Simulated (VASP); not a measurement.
The system is PtS2.

```
Pt S
1.0
     3.55262    0.00000    0.00000
    -1.77631    3.07666    0.00000
     0.00000    0.00000    5.12283
Pt S
1 2
Direct
  0.00000 0.00000 0.00000
  0.33333 0.66667 0.23925
  0.66667 0.33333 0.76075
```

Base run:

* Program: VASP 6.6.1
* Functional: r2SCAN
* Potentials or basis: VASP PAW PBE potentials, release 64 (Pt, S)
* Cutoff: 520 eV
* k mesh: 6 × 6 × 4
* Occupations: methfessel-paxton, width 0.5 eV
* Spin: no spin polarisation

Its results: band gap on the k mesh 0.98 eV, indirect (least direct gap 1.59 eV); pressure 1.2 GPa; largest force 0.047 eV/Å.

Question: The run is repeated on the same cell with these changes: occupations from methfessel-paxton, width 0.5 eV to gaussian, width 0.01 eV; dispersion from none to D3(BJ). What comes out?

Answer: Band gap on the k mesh 0.98 eV, indirect (least direct gap 1.59 eV); pressure -0.5 GPa; largest force 0.043 eV/Å.

Caveats: the PAW data sets were made with another functional, which shifts forces and pressure a little; spin-orbit coupling is left out, which moves the levels of the heavy elements.

A k mesh can miss the band edges.
